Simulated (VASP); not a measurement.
Write the native input for VASP 6.6.1 that does the following.

```yaml
Task: single point
Functional: PBE
Potentials_or_basis: VASP PAW PBE potentials, release 64 (Ta_pv, N)
Cutoff: 520 eV
k_mesh: 4 × 4 × 4
Occupations: fermi-dirac, width 0.03 eV
Spin: no spin polarisation
Dipole_correction: no
Further_INCAR_settings: ALGO = Normal; EDIFF = 1e-06; NBANDS = 15
```

The structure of TaN lies in POSCAR:

```
TaN
1.0
    0.0000000000      2.2113230000      2.2113230000
    2.2113230000      0.0000000000      2.2113230000
    2.2113230000      2.2113230000      0.0000000000
Ta N
1 1
Direct
    0.5000000000      0.5000000000      0.5000000000
    0.0000000000      0.0000000000      0.0000000000
```

The input as run:

INCAR

```
SYSTEM = TaN
PREC     = Accurate       ! precision mode
ENCUT    = 520            ! plane-wave cutoff, eV
EDIFF    = 1E-6           ! SCF threshold, eV
ISMEAR   = -1             ! smearing method
SIGMA    = 0.03           ! smearing width, eV
LREAL    = .False.        ! projectors in reciprocal space
LASPH    = .True.         ! aspherical terms in the spheres
NELM     = 100            ! most SCF steps
ALGO     = Normal         ! electronic algorithm
ISIF     = 2              ! what is computed and relaxed
LWAVE    = .False.        ! write WAVECAR
LCHARG   = .False.        ! write CHGCAR
GGA      = PE             ! functional
NBANDS   = 15             ! bands
```

KPOINTS

```
regular mesh
0
Gamma
  4 4 4
  0 0 0
```

Potentials or basis: VASP PAW PBE potentials, release 64 (Ta_pv, N).

Run with:

```console
$ cat potpaw_PBE.64/Ta_pv/POTCAR potpaw_PBE.64/N/POTCAR > POTCAR
$ mpirun -np 1 vasp_std > vasp.out
```

It gave:

```json
{"Pressure": "0.6 GPa", "Band gap on the k mesh": "zero (band 8 reaches 11.24 eV, above the bottom of band 9 at 7.33 eV)"}
```

Caveat: the k points lie up to 0.62 Å⁻¹ apart; spin-orbit coupling is left out, which moves the levels of the heavy elements.

It took 4.5 s on 1 thread of AMD EPYC 7R13 Processor (Zen 3), with other jobs on the host, peak memory 0.11 GiB.
